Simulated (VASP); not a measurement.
# AlN (Cm) in VASP: single point with PBEsol

Aim: the single point of AlN with PBEsol.

Program: VASP 6.6.1. These are calculated values, not measurements. Logs are shortened: lines on timing, memory, paths and dates and some standing lists are left out, and cuts for length are marked.

### Step 1. The cell of the first run

Symmetry: Cm, No. 8, monoclinic system. The conventional cell has a = 11.332 Å, b = 3.114 Å, c = 5.393 Å, α = 90.00°, β = 118.42°, γ = 90.00°. Al (site symmetry m) has 4 N at 1.96 to 2.05 Å within 2.6 Å. Within 2.3 Å of Al (site symmetry m) lie 4 N at 1.74 to 1.83 Å. Within 2.5 Å of Al (site symmetry m) lie 4 N at 1.87 to 1.92 Å. Al (site symmetry m) has 4 N at 1.87 to 1.92 Å within 2.5 Å. N (site symmetry m) has 4 Al at 1.87 to 1.98 Å within 2.5 Å. Within 2.4 Å of N (site symmetry m) lie 4 Al at 1.82 to 1.92 Å. N (site symmetry m) has 4 Al at 1.83 to 2.05 Å within 2.4 Å. Within 2.3 Å of N (site symmetry m) lie 4 Al at 1.74 to 1.96 Å.

### Step 2. Single point, PBEsol (atoms displaced along a vibrational mode)

File INCAR:

```
  PREC = Accurate
  ENCUT = 600
  EDIFF = 1E-6
  ISMEAR = 0
  SIGMA = 0.05
  LREAL = False
  LASPH = True
  NELM = 120
  ALGO = Normal
  ISIF = 2
  LWAVE = False
  LCHARG = False
  GGA = PS
  NBANDS = 26
  GGA_COMPAT = False
```

File KPOINTS:

```
Automatic mesh
0
Gamma
  8 8 8
```

File POSCAR:

```
AlN
1.0
   -3.1136926464      0.0000000000      0.0000000000
    0.0000000000      5.3930738627      0.0000000000
    1.5568463232     -2.6965369313     -4.9834165464
Al N
4 4
Direct
    0.9994450080      0.3298340160      0.9988900159
    0.4990469159      0.8353245746      0.9980938319
    0.2500389229      0.9169442248      0.5000778458
    0.7484530010      0.4148810324      0.4969060020
    0.8004307071      0.1344859561      0.6008614142
    0.3160773690      0.6486887867      0.6321547380
    0.0582540381      0.7527341565      0.1165080761
    0.5582540380      0.1971072529      0.1165080761
```

Potentials or basis: VASP PAW PBE potentials, release 64 (Al, N).

The run is started by

```console
$ cat potpaw_PBE.64/Al/POTCAR potpaw_PBE.64/N/POTCAR > POTCAR
$ mpirun -np 1 vasp_std > vasp.out
```

OUTCAR:

```text
PREC = Accurate
   ENCUT = 600
   EDIFF = 1E-6
   ISMEAR = 0
   LREAL = False
   LASPH = True
   NELM = 120
   ISIF = 2
   GGA = PS

 ion  position               nearest neighbor table
   1  0.999  0.330  0.999-   8 1.96   8 1.96   5 1.98   7 2.05   4 3.06   4 3.06   3 3.06   3 3.06
                             2 3.09   2 3.09   3 3.09   4 3.09   2 3.14   2 3.14
   2  0.499  0.835  0.998-   8 1.74   6 1.82   7 1.83   7 1.83   3 3.06   4 3.06   4 3.08   4 3.08
                             3 3.08   3 3.08   1 3.09   1 3.09   1 3.14   1 3.14
   3  0.250  0.917  0.500-   5 1.87   5 1.87   7 1.92   6 1.92   2 3.06   1 3.06   1 3.06   2 3.08
                             2 3.08   1 3.09   4 3.11   4 3.11   4 3.12   4 3.12
   4  0.748  0.415  0.497-   5 1.87   8 1.90   6 1.92   6 1.92   2 3.06   1 3.06   1 3.06   2 3.08
                             2 3.08   1 3.09   3 3.11   3 3.11   3 3.12   3 3.12
   5  0.800  0.134  0.601-   4 1.87   3 1.87   3 1.87   1 1.98
   6  0.316  0.649  0.632-   2 1.82   4 1.92   4 1.92   3 1.92
   7  0.058  0.753  0.117-   2 1.83   2 1.83   3 1.92   1 2.05
   8  0.558  0.197  0.117-   2 1.74   4 1.90   1 1.96   1 1.96

  LATTYP: Found a body centered orthorhombic cell.
 ALAT       =     3.1136926464
 B/A-ratio  =     1.7320508076
 C/A-ratio  =     3.2009688253

  Lattice vectors:

 A1 = (  -1.5568463232,   2.6965369313,   4.9834165464)
 A2 = (   1.5568463232,  -2.6965369314,   4.9834165464)
 A3 = (   1.5568463232,   2.6965369314,  -4.9834165464)

Analysis of symmetry for initial positions (statically):
=====================================================================
 Subroutine PRICEL returns:
 Original cell was already a primitive cell.

 Routine SETGRP: Setting up the symmetry group for a
 body centered orthorhombic supercell.

 Subroutine GETGRP returns: Found  2 space group operations
 (whereof  2 operations were pure point group operations)
 out of a pool of  8 trial point group operations.

The static configuration has the point symmetry C_1h.

Analysis of symmetry for dynamics (positions and initial velocities):
=====================================================================
 Subroutine PRICEL returns:
 Original cell was already a primitive cell.

 Routine SETGRP: Setting up the symmetry group for a
 body centered orthorhombic supercell.

 Subroutine GETGRP returns: Found  2 space group operations
 (whereof  2 operations were pure point group operations)
 out of a pool of  8 trial point group operations.

The dynamic configuration has the point symmetry C_1h.

 Subroutine INISYM returns: Found  2 space group operations
 (whereof  2 operations are pure point group operations),
 and found     1 'primitive' translations

----------------------------------------------------------------------------------------

                                     Primitive cell

  volume of cell :      83.6834

  direct lattice vectors                    reciprocal lattice vectors
    -3.113692646  0.000000000  0.000000000    -0.321162078  0.000000000 -0.100332773
     0.000000000  5.393073863  0.000000000     0.000000000  0.185423012 -0.100332773
     1.556846323 -2.696536931 -4.983416546     0.000000000  0.000000000 -0.200665546

  length of vectors
     3.113692646  5.393073863  5.876182636     0.336469531  0.210827794  0.200665546

  position of ions in fractional coordinates (direct lattice)
     0.999445008  0.329834016  0.998890016
     0.499046916  0.835324575  0.998093832
     0.250038923  0.916944225  0.500077846
     0.748453001  0.414881032  0.496906002
     0.800430707  0.134485956  0.600861414
     0.316077369  0.648688787  0.632154738
     0.058254038  0.752734156  0.116508076
     0.558254038  0.197107253  0.116508076

  ion indices of the primitive-cell ions
   primitive index   ion index
                 1           1
                 2           2
                 3           3
                 4           4
                 5           5
                 6           6
                 7           7
                 8           8

----------------------------------------------------------------------------------------

 KPOINTS: Automatic mesh

Automatic generation of k-mesh.
 Grid dimensions read from file:
 generate k-points for:    8    8    8

 Generating k-lattice:

  Cartesian coordinates                     Fractional coordinates (reciprocal lattice)
    -0.040145260  0.000000000 -0.012541597     0.125000000  0.000000000  0.000000000
     0.000000000  0.023177877 -0.012541597     0.000000000  0.125000000  0.000000000
     0.000000000  0.000000000 -0.025083193     0.000000000  0.000000000  0.125000000

  Length of vectors
     0.042058691  0.026353474  0.025083193

  Shift w.r.t. Gamma in fractional coordinates (k-lattice)
     0.000000000  0.000000000  0.000000000

 Subroutine IBZKPT returns following result:
 ===========================================

 Found    150 irreducible k-points:

 Following reciprocal coordinates:
            Coordinates               Weight
  0.000000  0.000000  0.000000      1.000000
  0.125000  0.000000  0.000000      4.000000
  0.250000  0.000000  0.000000      4.000000
  0.375000  0.000000  0.000000      4.000000
  0.500000  0.000000  0.000000      2.000000
  0.000000  0.125000  0.000000      2.000000
[... 16 lines left out ...]
  0.125000  0.250000  0.000000      4.000000
 -0.125000  0.250000 -0.250000      4.000000
 [... further k-points ...]
   k-points           NKPTS =    150   k-points in BZ     NKDIM =    150   number of bands    NBANDS=     26
   number of dos      NEDOS =    301   number of ions     NIONS =      8
   total plane-waves  NPLWV =  64512
   dimension x,y,z NGX =    28 NGY =   48 NGZ =   48
   dimension x,y,z NGXF=    56 NGYF=   96 NGZF=   96
   ions per type =               4   4
   NGX,Y,Z   is equivalent  to a cutoff of  14.95, 14.80, 13.58 a.u.
   NGXF,Y,Z  is equivalent  to a cutoff of  29.90, 29.59, 27.16 a.u.
 SYSTEM =  unknown system
   PREC   = accura    normal or accurate (medium, high low for compatibility)
   ISTART =      0    job   : 0-new  1-cont  2-samecut
   ICHARG =      2    charge: 1-file 2-atom 10-const
   ISPIN  =      1    spin polarized calculation?
   LNONCOLLINEAR =      F non collinear calculations
   LSORBIT =      F    spin-orbit coupling
   LASPH  =      T    aspherical Exc in radial PAW
   ENCUT  =  600.0 eV  44.10 Ry    6.64 a.u.   6.22 10.77 11.74*2*pi/ulx,y,z
   NELM   =    120;   NELMIN=  2; NELMDL= -5     # of ELM steps
   EDIFF  = 0.1E-05   stopping-criterion for ELM
   LREAL  =      F    real-space projection
   EDIFFG = 0.1E-04   stopping-criterion for IOM
   NSW    =      0    number of steps for IOM
   IBRION =     -1    ionic relax: 0-MD 1-quasi-New 2-CG
   NFREE  =      0    steps in history (QN), initial steepest desc. (CG)
   ISIF   =      2    stress and relaxation
   ISYM   =      2    0-nonsym 1-usesym 2-fastsym
   POTIM  = 0.5000    time-step for ionic-motion
   TEBEG  =    0.0;   TEEND  =   0.0 temperature during run
   PSTRESS=    0.0 pullay stress
   NELECT =      32.0000    total number of electrons
   NUPDOWN=      -1.0000    fix difference up-down
   EMIN   =  10.00;   EMAX   =-10.00  energy-range for DOS
   EFERMI =   0.00;   METHOD = LEGACY
   ISMEAR =     0;   SIGMA  =   0.05  broadening in eV -4-tet -1-fermi 0-gaus
   EFERMI_NEDOS =   21; number of points for ismear=-14 and -15
   IALGO  =     38    algorithm
   IMIX   =      4    mixing-type and parameters
     AMIX     =   0.40;   BMIX     =  1.00
     AMIX_MAG =   1.60;   BMIX_MAG =  1.00
  volume/ion in A,a.u.               =      10.46        70.59
  Fermi-wavevector in a.u.,A,eV,Ry     =   1.188261  2.245487 19.210929  1.411963
  Thomas-Fermi vector in A             =   2.324394
   LORBIT       =      0    0 simple, 1 ext, 2 COOP (PROOUT), +10 PAW based schemes
   GGA     = PS    functional components
   LHFCALC =     F    Hartree Fock is set to
   AEXX    =    0.0000 exact exchange contribution
   IVDW    =     0    specifies the selected vdW correction
   LEPSILON=     F    determine dielectric tensor
   LRPA    =     F    only Hartree local field effects (RPA)
 non-spin polarized calculation
 Gauss-broadening in eV      SIGMA  =   0.05
  energy-cutoff  :      600.00
  volume of cell :       83.68
 maximum number of plane-waves:      2820
 NGX is ok and might be reduce to    28
   NGX = 13   NGY = 21   NGZ = 23

 number of electron      32.0000001 magnetization

 Free energy of the ion-electron system (eV)
  ---------------------------------------------------
  ext. energy  EPLUGINS =         0.00000000
  ---------------------------------------------------
  free energy    TOTEN  =       -61.84106453 eV

  energy without entropy =      -61.84106453  energy(sigma->0) =      -61.84106453

 E-fermi :   6.3733     XC(G=0): -11.1008

 val. band max:        6.0928171390   @ k =   0.0000   0.0000   0.0000
 cond. band min:      10.0007140250   @ k =   0.0000   0.0000   0.0000
 fundamental gap:      3.9078968860
 Fermi energy:         6.3733212237

 k-point     1 :       0.0000    0.0000    0.0000
  band No.  band energies     occupation
      1      -9.1370      2.00000
      2      -6.9953      2.00000
      3      -6.7484      2.00000
      4      -6.6059      2.00000
      5      -0.0298      2.00000
      6       0.3841      2.00000
[... 18 lines left out ...]
     25      16.9136      0.00000
     26      17.6643      0.00000

 k-point     2 :       0.1250    0.0000    0.0000
  band No.  band energies     occupation
      1      -8.9722      2.00000
      2      -6.9386      2.00000
      3      -6.7231      2.00000
      4      -6.5262      2.00000
      5       0.1928      2.00000
      6       0.4830      2.00000
[... 18 lines left out ...]
     25      16.6838      0.00000
[... 608 lines left out ...]
     25      16.4614      0.00000
     26      17.2538      0.00000

 k-point    24 :      -0.1250    0.2500   -0.2500
  band No.  band energies     occupation
      1      -8.6732      2.00000
      2      -7.2743      2.00000
      3      -6.9649      2.00000
      4      -6.5368      2.00000
      5       0.6988      2.00000
      6       0.8988      2.00000
[... 18 lines left out ...]
     25      16.7662      0.00000
     26      17.1227      0.00000

 [... further k-points ...]

------------------------ aborting loop because EDIFF is reached ----------------------------------------

  FORCE on cell =-STRESS in cart. coord.  units (eV):
  Direction    XX          YY          ZZ          XY          YZ          ZX
  --------------------------------------------------------------------------------------
  -------------------------------------------------------------------------------------
  Total        0.9541973      1.9754996      0.9937986      0.0000000     -0.8799459      0.0000000
  in kB       18.2687767     37.8223262     19.0269716      0.0000000    -16.8471816      0.0000000
  external PRESSURE =      25.0393582 kB  Pullay stress =       0.0000000 kB

 VOLUME and BASIS-vectors are now :
 -----------------------------------------------------------------------------
  energy-cutoff  :      600.00
  volume of cell :       83.68
      direct lattice vectors                 reciprocal lattice vectors
    -3.113692646  0.000000000  0.000000000    -0.321162078  0.000000000 -0.100332773
     0.000000000  5.393073863  0.000000000     0.000000000  0.185423012 -0.100332773
     1.556846323 -2.696536931 -4.983416546     0.000000000  0.000000000 -0.200665546

 POSITION                                       TOTAL-FORCE (eV/Angst)
 -----------------------------------------------------------------------------------
     -1.55685     -0.91472     -4.97789         0.000000      0.257173      0.214396
      0.00000      1.81357     -4.97392         0.000000     -1.727523      0.149321
     -0.00000      3.59667     -2.49210         0.000000     -0.060137      0.413510
     -1.55685      0.89756     -2.47629        -0.000000      0.080488     -0.368258
     -1.55685     -0.89495     -2.99434         0.000000     -0.147453     -1.860354
      0.00000      1.79380     -3.15029        -0.000000      0.059370      2.317784
     -0.00000      3.74538     -0.58061        -0.000000     -3.370983     -0.341592
     -1.55685      0.74885     -0.58061         0.000000      4.909065     -0.524807
 -----------------------------------------------------------------------------------
    total drift:                               -0.000008     -0.000114      0.000940

  FREE ENERGIE OF THE ION-ELECTRON SYSTEM (eV)
  ---------------------------------------------------
  free  energy   TOTEN  =       -61.8410645255 eV

  energy  without entropy=      -61.8410645255  energy(sigma->0) =      -61.84106453
```

Wall time 2.8 min (1 thread of Intel Xeon 6975P-C (Granite Rapids), shared host); peak memory 0.44 GiB.

What came out:

```
Free energy            : -61.8411 eV
Pressure               : 2.5 GPa
Largest force          : 4.937 eV/Å
Band gap on the k mesh : 3.91 eV
```

Forces on the atoms (eV/Å):
```
Al   0.000  0.257  0.214
Al   0.000 -1.728  0.149
Al   0.000 -0.060  0.414
Al   0.000  0.080 -0.368
N    0.000 -0.147 -1.860
N    0.000  0.059  2.318
N    0.000 -3.371 -0.342
N    0.000  4.909 -0.525
```

Stress tensor (GPa, compression positive):
```
 1.83  0.00  0.00
 0.00  3.78 -1.68
 0.00 -1.68  1.90
```

Levels at points of the mesh, in eV from the valence-band top:
```tsv
k point	band 13	band 14	band 15	band 16	band 17	band 18	band 19	band 20
(0.00, 0.00, 0.00)	-0.85	-0.30	-0.22	0.00	3.91	5.02	5.18	6.27
(0.50, 0.00, 0.00)	-2.20	-1.91	-1.03	-0.75	5.74	5.93	6.39	7.53
(0.00, 0.50, 0.00)	-0.84	-0.66	-0.59	-0.47	5.55	5.90	6.66	7.60
(0.00, 0.50, 0.50)	-0.94	-0.73	-0.54	-0.39	5.54	6.00	6.61	7.36
(0.50, 0.50, 0.00)	-1.40	-1.37	-1.33	-0.65	4.74	5.05	5.50	5.66
(0.00, 0.00, 0.50)	-0.60	-0.58	-0.52	-0.52	5.33	5.65	5.83	6.44
```

Caveat: the cell differs from its parent crystal (atoms displaced along a vibrational mode); the PAW data sets were made with another functional, which shifts forces and pressure a little.
